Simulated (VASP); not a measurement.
A run of VASP 6.6.1 is set up as follows.

POSCAR

```
Ge
1.0
    0.0000000000      2.8289100000      2.8289100000
    2.8289100000      0.0000000000      2.8289100000
    2.8289100000      2.8289100000      0.0000000000
Ge
2
Direct
    0.7500000000      0.7500000000      0.7500000000
    0.5000000000      0.5000000000      0.5000000000
```

Contents of INCAR.step1:

```
PREC = Accurate
ENCUT = 520
EDIFF = 1E-5
ISMEAR = -1
SIGMA = 0.05
LREAL = False
LASPH = True
NELM = 60
ALGO = Normal
ISIF = 2
LWAVE = True
NBANDS = 21
GGA = PE
```

INCAR.step2

```
PREC = Accurate
ENCUT = 520
EDIFF = 1E-6
ISMEAR = -1
SIGMA = 0.05
LREAL = False
LASPH = True
NELM = 60
ALGO = Normal
ISIF = 2
LWAVE = False
LCHARG = True
GGA = PE
LHFCALC = True
AEXX = 0.5
PRECFOCK = Normal
LELF = True
LVHAR = True
NBANDS = 21
ISTART = 1
```

Contents of KPOINTS:

```
Automatic mesh
0
Gamma
  5 5 5
```

Potentials or basis: VASP PAW PBE potentials, release 64 (Ge_d).

Command:

```bash
$ cat potpaw_PBE.64/Ge_d/POTCAR > POTCAR
$ cp INCAR.step1 INCAR
$ mpirun -np 1 vasp_std > vasp.out
$ cp INCAR.step2 INCAR
$ mpirun -np 1 vasp_std > vasp.out
```

Question: Estimate the pressure.

Answer: -1.7 GPa.

Question: Predict the band gap on the k mesh.

Answer: 3.02 eV (least direct gap 3.28 eV).

Caveat: the PAW data sets were made with another functional, which shifts forces and pressure a little; an odd mesh through Γ misses points on the zone boundary, where band edges can lie.
